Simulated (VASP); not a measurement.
# BAs (I-4m2) in VASP: further runs

BAs is run at these levels: r2SCAN; tasks: single point.

Everything below comes from runs of VASP 6.6.1. Logs are shortened: lines on timing, memory, paths and dates and some standing lists are left out, and cuts for length are marked.

### Step 1. The cell of the first run

Symmetry: I-4m2, No. 119, tetragonal system. The conventional cell has a = 2.951 Å, b = 2.951 Å, c = 6.260 Å, α = 90.00°, β = 90.00°, γ = 90.00°. B (site symmetry -4m2) has 4 As at 2.15 Å within 2.8 Å. Within 2.8 Å of As (site symmetry -4m2) lie 4 B at 2.15 Å.

### Step 2. Single point, r2SCAN

The input, POSCAR:

```
BAs
1.0
    0.0000000000      2.0865469400      3.1298204100
    2.0865469400      0.0000000000      3.1298204100
    2.0865469400      2.0865469400      0.0000000000
B As
1 1
Direct
    0.0000000000      0.0000000000      0.0000000000
    0.7500000000      0.7500000000      0.7500000000
```

The input, INCAR.step1:

```
SYSTEM = BAs
PREC = Accurate
ENCUT = 520
ISMEAR = 0
SIGMA = 0.05
LREAL = .False.
LASPH = .True.
NELM = 100
NBANDS = 11
GGA = PE
ALGO = Normal
EDIFF = 1E-4
LWAVE = .True.
LCHARG = .False.
```

The input, INCAR.step2:

```
SYSTEM = BAs
PREC = Accurate
ENCUT = 520
EDIFF = 1E-6
ISMEAR = 0
SIGMA = 0.05
LREAL = .False.
LASPH = .True.
NELM = 100
ALGO = Normal
ISIF = 2
LWAVE = .False.
LCHARG = .False.
METAGGA = R2SCAN
LMIXTAU = .True.
NBANDS = 11
ISTART = 1
```

The input, KPOINTS:

```
Automatic mesh
0
Gamma
  12 12 12
  0 0 0
```

Potentials or basis: VASP PAW PBE potentials, release 64 (B, As).

On the command line:

```console
$ cat potpaw_PBE.64/B/POTCAR potpaw_PBE.64/As/POTCAR > POTCAR
$ cp INCAR.step1 INCAR
$ mpirun -np 1 vasp_std > vasp.out
$ cp INCAR.step2 INCAR
$ mpirun -np 1 vasp_std > vasp.out
```

OUTCAR:

```text
SYSTEM = BAs
   PREC = Accurate
   ENCUT = 520
   EDIFF = 1E-6
   ISMEAR = 0
   LREAL = .False.
   LASPH = .True.
   NELM = 100
   ISIF = 2
   METAGGA = R2SCAN
   ISTART = 1

 ion  position               nearest neighbor table
   1  0.000  0.000  0.000-   2 2.15   2 2.15   2 2.15   2 2.15
   2  0.750  0.750  0.750-   1 2.15   1 2.15   1 2.15   1 2.15

  LATTYP: Found a body centered tetragonal cell.
 ALAT       =     2.9508229811
 C/A-ratio  =     2.1213203436

  Lattice vectors:

 A1 = (  -2.0865469400,   0.0000000000,   3.1298204100)
 A2 = (   2.0865469400,   0.0000000000,   3.1298204100)
 A3 = (   0.0000000000,   2.0865469400,  -3.1298204100)

Analysis of symmetry for initial positions (statically):
=====================================================================
 Subroutine PRICEL returns:
 Original cell was already a primitive cell.

 Routine SETGRP: Setting up the symmetry group for a
 body centered tetragonal supercell.

 Subroutine GETGRP returns: Found  8 space group operations
 (whereof  8 operations were pure point group operations)
 out of a pool of 16 trial point group operations.

The static configuration has the point symmetry D_2d.

Analysis of symmetry for dynamics (positions and initial velocities):
=====================================================================
 Subroutine PRICEL returns:
 Original cell was already a primitive cell.

 Routine SETGRP: Setting up the symmetry group for a
 body centered tetragonal supercell.

 Subroutine GETGRP returns: Found  8 space group operations
 (whereof  8 operations were pure point group operations)
 out of a pool of 16 trial point group operations.

The dynamic configuration has the point symmetry D_2d.

 Subroutine INISYM returns: Found  8 space group operations
 (whereof  8 operations are pure point group operations),
 and found     1 'primitive' translations

----------------------------------------------------------------------------------------

                                     Primitive cell

  volume of cell :      27.2525

  direct lattice vectors                    reciprocal lattice vectors
     0.000000000  2.086546940  3.129820410    -0.239630363  0.239630363  0.159753575
     2.086546940  0.000000000  3.129820410     0.239630363 -0.239630363  0.159753575
     2.086546940  2.086546940  0.000000000     0.239630363  0.239630363 -0.159753575

  length of vectors
     3.761575990  3.761575990  2.950822981     0.374655343  0.374655343  0.374655343

  position of ions in fractional coordinates (direct lattice)
[... 83 lines left out ...]
   IBRION =     -1    ionic relax: 0-MD 1-quasi-New 2-CG
   NFREE  =      0    steps in history (QN), initial steepest desc. (CG)
   ISIF   =      2    stress and relaxation
   ISYM   =      2    0-nonsym 1-usesym 2-fastsym
   POTIM  = 0.5000    time-step for ionic-motion
   TEBEG  =    0.0;   TEEND  =   0.0 temperature during run
   PSTRESS=    0.0 pullay stress
   NELECT =       8.0000    total number of electrons
   NUPDOWN=      -1.0000    fix difference up-down
   EMIN   =  10.00;   EMAX   =-10.00  energy-range for DOS
   EFERMI =   0.00;   METHOD = LEGACY
   ISMEAR =     0;   SIGMA  =   0.05  broadening in eV -4-tet -1-fermi 0-gaus
   EFERMI_NEDOS =   21; number of points for ismear=-14 and -15
   IALGO  =     38    algorithm
   IMIX   =      4    mixing-type and parameters
     AMIX     =   0.40;   BMIX     =  1.00
     AMIX_MAG =   1.60;   BMIX_MAG =  1.00
  volume/ion in A,a.u.               =      13.63        91.95
  Fermi-wavevector in a.u.,A,eV,Ry     =   1.088018  2.056057 16.106360  1.183784
  Thomas-Fermi vector in A             =   2.224191
   LORBIT       =      0    0 simple, 1 ext, 2 COOP (PROOUT), +10 PAW based schemes
   METAGGA = R2SCAN    functional components
   LHFCALC =     F    Hartree Fock is set to
   AEXX    =    0.0000 exact exchange contribution
   IVDW    =     0    specifies the selected vdW correction
   LEPSILON=     F    determine dielectric tensor
   LRPA    =     F    only Hartree local field effects (RPA)
 non-spin polarized calculation
 Gauss-broadening in eV      SIGMA  =   0.05
  energy-cutoff  :      520.00
  volume of cell :       27.25
 maximum number of plane-waves:       756
   NGX = 13   NGY = 13   NGZ = 11

 number of electron       8.0000000 magnetization

 Free energy of the ion-electron system (eV)
  ---------------------------------------------------
  ext. energy  EPLUGINS =         0.00000000
  ---------------------------------------------------
  free energy    TOTEN  =       -19.92576487 eV

  energy without entropy =      -19.92473516  energy(sigma->0) =      -19.92525002

 E-fermi :   6.6925     XC(G=0): -11.3251

 val. band max:        6.6759149239   @ k =   0.5000   0.0000   0.5000
 cond. band min:       6.6967796790   @ k =   0.0833  -0.0000   0.0000
 fundamental gap:      0.0208647550
 Fermi energy:         6.6924659968

 k-point     1 :       0.0000    0.0000    0.0000
  band No.  band energies     occupation
      1     -10.0781      2.00000
      2       2.2598      2.00000
      3       6.9488      0.00000
      4       8.2089      0.00000
      5       8.2090      0.00000
      6       9.7296      0.00000
      7       9.7296      0.00000
      8      11.9712      0.00000
      9      16.2767      0.00000
     10      17.2076      0.00000
     11      17.5477      0.00000
[... 309 lines left out ...]
 k-point    24 :      -0.4167    0.1667    0.0000
  band No.  band energies     occupation
      1      -6.6082      2.00000
      2      -2.7850      2.00000
      3      -0.0647      2.00000
      4       7.1867      0.00000
      5       7.8204      0.00000
      6      13.4037      0.00000
      7      13.8325      0.00000
      8      14.2266      0.00000
      9      19.4372      0.00000
     10      20.1770      0.00000
     11      20.6324      0.00000

 [... further k-points ...]
[... 5 lines left out ...]
  --------------------------------------------------------------------------------------
  -------------------------------------------------------------------------------------
  Total        4.3461588      4.3461588     -7.3802770      0.0000000      0.0000000     -0.0000000
  in kB      255.5114955    255.5114955   -433.8878734      0.0000000      0.0000000     -0.0000000
  external PRESSURE =      25.7117059 kB  Pullay stress =       0.0000000 kB

 VOLUME and BASIS-vectors are now :
 -----------------------------------------------------------------------------
  energy-cutoff  :      520.00
  volume of cell :       27.25
      direct lattice vectors                 reciprocal lattice vectors
     0.000000000  2.086546940  3.129820410    -0.239630363  0.239630363  0.159753575
     2.086546940  0.000000000  3.129820410     0.239630363 -0.239630363  0.159753575
     2.086546940  2.086546940  0.000000000     0.239630363  0.239630363 -0.159753575

 POSITION                                       TOTAL-FORCE (eV/Angst)
 -----------------------------------------------------------------------------------
      0.00000      0.00000      0.00000         0.000000      0.000000      0.000000
      3.12982      3.12982      4.69473        -0.000000     -0.000000      0.000000
 -----------------------------------------------------------------------------------
    total drift:                               -0.000030     -0.000030     -0.000002

  FREE ENERGIE OF THE ION-ELECTRON SYSTEM (eV)
  ---------------------------------------------------
  free  energy   TOTEN  =       -19.9257648713 eV

  energy  without entropy=      -19.9247351634  energy(sigma->0) =      -19.92525002
```

OSZICAR.step1:

```text
N       E                     dE             d eps       ncg     rms          rms(c)
DAV:   1     0.123263306857E+02    0.12326E+02   -0.38041E+03  3586   0.645E+02
DAV:   2    -0.894834526455E+01   -0.21275E+02   -0.20512E+02  4671   0.993E+01
DAV:   3    -0.964747914575E+01   -0.69913E+00   -0.69421E+00  4396   0.166E+01
DAV:   4    -0.964945185423E+01   -0.19727E-02   -0.19723E-02  3997   0.988E-01
DAV:   5    -0.964945442124E+01   -0.25670E-05   -0.25671E-05  4258   0.391E-02    0.429E+00
DAV:   6    -0.933194153050E+01    0.31751E+00   -0.11441E+00  4027   0.393E+00    0.217E+00
DAV:   7    -0.930936410628E+01    0.22577E-01   -0.72560E-02  4236   0.149E+00    0.103E+00
DAV:   8    -0.930421519403E+01    0.51489E-02   -0.98624E-03  4057   0.547E-01    0.884E-02
DAV:   9    -0.930427954031E+01   -0.64346E-04   -0.55250E-04  4081   0.133E-01
   1 F= -.93042795E+01 E0= -.93035782E+01  d E =-.140274E-02
```

Wall time 2 min (1 thread of Intel Xeon Platinum 8488C (Sapphire Rapids), shared host); peak memory 0.19 GiB.

Results:

- Free energy: -19.9258 eV
- Pressure: 2.6 GPa
- Band gap on the k mesh: zero (band 4 reaches 8.21 eV, above the bottom of band 5 at 5.76 eV)

Caveat: the PAW data sets were made with another functional, which shifts forces and pressure a little.

### Step 3. Single point, r2SCAN

This run uses another cell than the first one, of the same volume but with other edges.

The input, POSCAR:

```
BAs
1.0
    0.0000000000      2.4212232444      2.3243743146
    2.4212232444      0.0000000000      2.3243743146
    2.4212232444      2.4212232444      0.0000000000
B As
1 1
Direct
    0.0000000000      0.0000000000      0.0000000000
    0.7500000000      0.7500000000      0.7500000000
```

The input, INCAR.step1:

```
PREC = Accurate ; ENCUT = 520
ISMEAR = 0 ; SIGMA = 0.05
LREAL = False ; LASPH = True
NELM = 100 ; NBANDS = 11
GGA = PE ; ALGO = Normal
EDIFF = 1E-4 ; LWAVE = True
LCHARG = False
```

The input, INCAR.step2:

```
PREC = Accurate ; ENCUT = 520
EDIFF = 1E-6 ; ISMEAR = 0
SIGMA = 0.05 ; LREAL = False
LASPH = True ; NELM = 100
ALGO = Normal ; ISIF = 2
LWAVE = False ; LCHARG = False
METAGGA = R2SCAN ; LMIXTAU = True
NBANDS = 11 ; ISTART = 1
```

The input, KPOINTS:

```
Automatic mesh
0
Gamma
  12 12 12
```

Potentials or basis: VASP PAW PBE potentials, release 64 (B, As).

On the command line:

```console
$ cat potpaw_PBE.64/B/POTCAR potpaw_PBE.64/As/POTCAR > POTCAR
$ cp INCAR.step1 INCAR
$ mpirun -np 1 vasp_std > vasp.out
$ cp INCAR.step2 INCAR
$ mpirun -np 1 vasp_std > vasp.out
```

OUTCAR:

```text
PREC = Accurate
   ENCUT = 520
   EDIFF = 1E-6
   ISMEAR = 0
   LREAL = False
   LASPH = True
   NELM = 100
   ISIF = 2
   METAGGA = R2SCAN
   ISTART = 1

 ion  position               nearest neighbor table
   1  0.000  0.000  0.000-   2 2.07   2 2.07   2 2.07   2 2.07
   2  0.750  0.750  0.750-   1 2.07   1 2.07   1 2.07   1 2.07

  LATTYP: Found a body centered tetragonal cell.
 ALAT       =     3.4241267498
 C/A-ratio  =     1.3576450199

  Lattice vectors:

 A1 = (   0.0000000000,  -2.4212232444,  -2.3243743146)
 A2 = (   0.0000000000,   2.4212232444,  -2.3243743146)
[... 515 lines left out ...]
      8      15.8099      0.00000
      9      18.1229      0.00000
     10      19.6714      0.00000
     11      21.6187      0.00000

 [... further k-points ...]
[... 5 lines left out ...]
  --------------------------------------------------------------------------------------
  -------------------------------------------------------------------------------------
  Total       -0.3402786     -0.3402786      1.1170376      0.0000000     -0.0000000      0.0000000
  in kB      -20.0050404    -20.0050404     65.6708485      0.0000000     -0.0000000      0.0000000
  external PRESSURE =       8.5535893 kB  Pullay stress =       0.0000000 kB

 VOLUME and BASIS-vectors are now :
 -----------------------------------------------------------------------------
  energy-cutoff  :      520.00
  volume of cell :       27.25
      direct lattice vectors                 reciprocal lattice vectors
     0.000000000  2.421223244  2.324374315    -0.206507186  0.206507186  0.215111653
     2.421223244  0.000000000  2.324374315     0.206507186 -0.206507186  0.215111653
     2.421223244  2.421223244  0.000000000     0.206507186  0.206507186 -0.215111653

 POSITION                                       TOTAL-FORCE (eV/Angst)
 -----------------------------------------------------------------------------------
      0.00000      0.00000      0.00000        -0.000000     -0.000000      0.000000
      3.63183      3.63183      3.48656         0.000000      0.000000      0.000000
 -----------------------------------------------------------------------------------
    total drift:                                0.000000      0.000000      0.000000

  FREE ENERGIE OF THE ION-ELECTRON SYSTEM (eV)
  ---------------------------------------------------
  free  energy   TOTEN  =       -22.2357073921 eV

  energy  without entropy=      -22.2357073921  energy(sigma->0) =      -22.23570739
```

OSZICAR.step1:

```text
N       E                     dE             d eps       ncg     rms          rms(c)
DAV:   1     0.123256838105E+02    0.12326E+02   -0.37901E+03  3594   0.642E+02
DAV:   2    -0.113101202783E+02   -0.23636E+02   -0.22592E+02  4774   0.104E+02
DAV:   3    -0.120231413254E+02   -0.71302E+00   -0.71147E+00  4460   0.169E+01
DAV:   4    -0.120248852060E+02   -0.17439E-02   -0.17438E-02  3982   0.972E-01
DAV:   5    -0.120248879544E+02   -0.27484E-05   -0.27484E-05  4302   0.405E-02    0.493E+00
DAV:   6    -0.114535086892E+02    0.57138E+00   -0.15820E+00  3820   0.511E+00    0.240E+00
DAV:   7    -0.113944167844E+02    0.59092E-01   -0.19157E-01  4230   0.215E+00    0.985E-01
DAV:   8    -0.113875966970E+02    0.68201E-02   -0.20192E-02  4036   0.806E-01    0.985E-02
DAV:   9    -0.113878956612E+02   -0.29896E-03   -0.76275E-04  4126   0.160E-01    0.585E-02
DAV:  10    -0.113880487607E+02   -0.15310E-03   -0.18989E-04  3799   0.842E-02    0.122E-02
DAV:  11    -0.113880543764E+02   -0.56157E-05   -0.49599E-06  1838   0.153E-02
   1 F= -.11388054E+02 E0= -.11388054E+02  d E =-.225677E-18
```

It took 3 min on 1 thread of Intel Xeon Platinum 8488C (Sapphire Rapids), shared host; peak memory 0.2 GiB.

What came out:

* Free energy: -22.2357 eV
* Pressure: 0.9 GPa
* Band gap on the k mesh: 0.74 eV, indirect (least direct gap 3.00 eV)

Stress tensor (GPa, compression positive):
```
-2.00  0.00  0.00
 0.00 -2.00  0.00
 0.00  0.00  6.57
```

Caveat: the PAW data sets were made with another functional, which shifts forces and pressure a little. A k mesh can miss the band edges.
